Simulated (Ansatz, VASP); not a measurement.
## HfBr: VASP beside Ansatz

The input INCAR:

```
SYSTEM = HfBr
  PREC = Accurate
  ENCUT = 600
  EDIFF = 1E-6
  ISMEAR = 0
  SIGMA = 0.1
  LREAL = .False.
  LASPH = .True.
  NELM = 80
  ALGO = Normal
  ISIF = 3
  LWAVE = .False.
  LCHARG = .False.
  GGA = PE
  IBRION = 2
  NSW = 90
  EDIFFG = -0.04
```

The input KPOINTS:

```
Automatic mesh
0
Gamma
  4 4 4
  0 0 0
```

Contents of POSCAR:

```
HfBr
1.0
    0.0000000000      3.8247462300      3.8247462300
    3.8247462300      0.0000000000      3.8247462300
    3.8247462300      3.8247462300      0.0000000000
Hf Br
2 2
Direct
    0.0000000000      0.0000000000      0.0000000000
    0.2500000000      0.2500000000      0.2500000000
    0.7500000000      0.7500000000      0.7500000000
    0.5000000000      0.5000000000      0.5000000000
```

Input for Ansatz:

```yaml
crystal:
  lattice:
    - [0.0, 3.82474623, 3.82474623]
    - [3.82474623, 0.0, 3.82474623]
    - [3.82474623, 3.82474623, 0.0]
  atoms:
    - { symbol: Hf, position: [0.0, 0.0, 0.0] }
    - { symbol: Hf, position: [0.25, 0.25, 0.25] }
    - { symbol: Br, position: [0.75, 0.75, 0.75] }
    - { symbol: Br, position: [0.5, 0.5, 0.5] }
basis:
  ecutwfc: 420
kpoints:
  mp_grid: { grid: [4, 4, 4] }
hamiltonian:
  xc: pbe
scf:
  occupations: { method: gaussian, width: 0.1 }
  lower_state_search: "off"
output:
  forces: true
  stress: true
  eigenvalues: true
relax:
  adjacent_minimum: "off"
  f_tol: 0.04
  max_steps: 70
  cell: { stress_tol: 0.4 }
```

Alike in both runs: task relaxation of cell and atoms; functional PBE; k mesh 4 × 4 × 4; occupations gaussian, width 0.1 eV; no spin polarisation.

```csv
,VASP,Ansatz
version,VASP 6.6.1,Ansatz 0.2.0
potentials or method,"VASP PAW PBE potentials, release 64 (Hf_pv, Br), cutoff 600 eV","scalar-relativistic, plane waves, PAW"
valence electrons in the cell,34,66
```

|  | VASP | Ansatz | Ansatz less VASP |
| --- | --- | --- | --- |
| gap on the k mesh at the Fermi level, each at its own relaxed structure (eV) | none | none | - |
| relaxed volume (Å³/atom) | 24.43 | 24.73 | +0.293 |
| relaxed cell length with the largest relative difference (Å) | 5.170 | 5.191 | +0.0206 |

A gap of «none» marks a metal or a gap that the smearing closes. VASP's potentials hold 34 valence electrons a cell and Ansatz's 66, so a difference there can come from the potentials and not from the codes.

Neither program's run includes spin-orbit coupling.
